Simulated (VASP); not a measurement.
Write the native input for VASP 6.6.1 that does the following.

```
Task                   : single point
Functional             : PBE
Potentials or basis    : VASP PAW PBE potentials, release 64 (Cd, Se)
Cutoff                 : 520 eV
k mesh                 : 6 × 6 × 4
Occupations            : gaussian, width 0.05 eV
Spin                   : no spin polarisation
Dipole correction      : no
Further INCAR settings : ALGO = Normal; EDIFF = 1e-07; NBANDS = 26
```

The structure of CdSe lies in POSCAR:

```
CdSe
1.0
    4.2984999142      0.0000000000      0.0000000000
   -2.1492499571      3.7226101239      0.0000000000
    0.0000000000      0.0000000000      7.0152000000
Cd Se
2 2
Direct
    0.6868138208      0.3736276416     -0.0427642833
    0.3333333333      0.6666666667      0.5000000000
    0.6666666667      0.3333333333      0.3750000000
    0.3333333333      0.6666666667      0.8750000000
```

This cell differs from its parent crystal: atom 1 (Cd) moved by (+0.150, -0.300) A along y and z.

The input as run:

INCAR

```
PREC = Accurate ; ENCUT = 520
EDIFF = 1E-7 ; ISMEAR = 0
SIGMA = 0.05 ; LREAL = False
LASPH = True ; NELM = 80
ALGO = Normal ; ISIF = 2
LWAVE = False ; LCHARG = False
GGA = PE ; NBANDS = 26
```

KPOINTS

```
regular mesh
0
Gamma
  6 6 4
```

Potentials or basis: VASP PAW PBE potentials, release 64 (Cd, Se).

Run with:

```console
$ cat potpaw_PBE.64/Cd/POTCAR potpaw_PBE.64/Se/POTCAR > POTCAR
$ mpirun -np 1 vasp_std > vasp.out
```

It gave:

| Item | Value |
| --- | --- |
| Pressure | 4.3 GPa |
| Largest force | 1.544 eV/Å |
| Band gap on the k mesh | 0.55 eV, direct |

Caveat: the cell differs from its parent crystal (atom 1 (Cd) moved by (+0.150, -0.300) A along y and z); forces of over 1 eV/Å act on the atoms, so gaps and moduli don't describe the material at rest.

Run time: 110 s on 1 thread of Intel(R) Xeon(R) Platinum 8375C CPU @ 2.90GHz (Ice Lake), on a shared host, peak memory 0.29 GiB.
